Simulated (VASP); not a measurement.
Wanted: the native input for a VASP 6.6.1 run.

```yaml
Task: single point
Functional: PBE
Potentials_or_basis: VASP PAW PBE potentials, release 64 (Ge_d, Si)
Cutoff: 410 eV
k_mesh: 1 × 1 × 1, shifted
Occupations: fermi-dirac, width 0.2585 eV
Spin: no spin polarisation
Dipole_correction: no
Mended: yes
Further_INCAR_settings: LREAL = Auto; ALGO = Normal; EDIFF = 1e-06; NBANDS = 123; ISYM = -1
```

The structure of Si8Ge13 lies in POSCAR:

```
Si8Ge13
1.0
    7.5601650000      0.1896520000     -0.0661850000
    0.1896520000      7.8161600000      0.1196190000
   -0.0661850000      0.1196190000      8.0627960000
Ge Si
13 8
Direct
    0.4323175650      0.5800659825      0.6579103608
    0.5719950883      0.5938608304      0.0264733792
    0.1847522031      0.0912484001      0.5790825890
    0.2535981564      0.7383685845      1.1173526507
    0.2641025302      0.3058387199      0.3130109585
    0.2022353017      0.7478295991      0.4657192511
    0.9033659919      0.6365141561      1.1088484803
    0.0059466883      0.9623857345      0.2146758968
    0.8548136916      0.7846208265     -0.1915167784
    0.1696525529      0.2112325240      0.0302782101
   -0.2377595283      0.6220379158      0.5774642360
    0.3180974188      0.9792230235      0.8730917412
    0.4181216207      1.3174176335      0.8444259534
    0.0179883503      0.4261930609      0.8453616799
   -0.1237488133      0.1407857576      0.6902599338
    0.5812839153      0.2371179421      0.4222286493
    0.0387338208      0.3723128831      0.4931322711
    0.8116148878      0.3300940556      0.2708236957
    0.6911762170      0.1918401752      0.9673508753
    0.7768822328      0.9400377217      0.4034433686
    0.4857469939      0.6053346325      0.3780818269
```

One way to write it, as run:

INCAR

```
PREC = Accurate
ENCUT = 410
EDIFF = 1E-6
ISMEAR = -1
SIGMA = 0.2585
LREAL = Auto
LASPH = T
NELM = 120
ALGO = Normal
ISIF = 2
LWAVE = F
LCHARG = F
GGA = PE
ISYM = -1
NBANDS = 123
GGA_COMPAT = F
```

KPOINTS

```
explicit points
1
Reciprocal
  0.25000000   0.25000000   0.25000000 1
```

Potentials or basis: VASP PAW PBE potentials, release 64 (Ge_d, Si).

Launch:

```bash
$ cat potpaw_PBE.64/Ge_d/POTCAR potpaw_PBE.64/Si/POTCAR > POTCAR
$ mpirun -np 1 vasp_std > vasp.out
```

It gave:

```yaml
Pressure: -1.4 GPa
Largest_force: 2.185 eV/Å
```

Caveat: the atoms stand as in a frame of molecular dynamics.

Run time: 2 min on 1 thread of Intel(R) Xeon(R) Platinum 8259CL CPU @ 2.50GHz (Skylake/Cascade Lake), with other jobs on the host, peak memory 0.36 GiB.
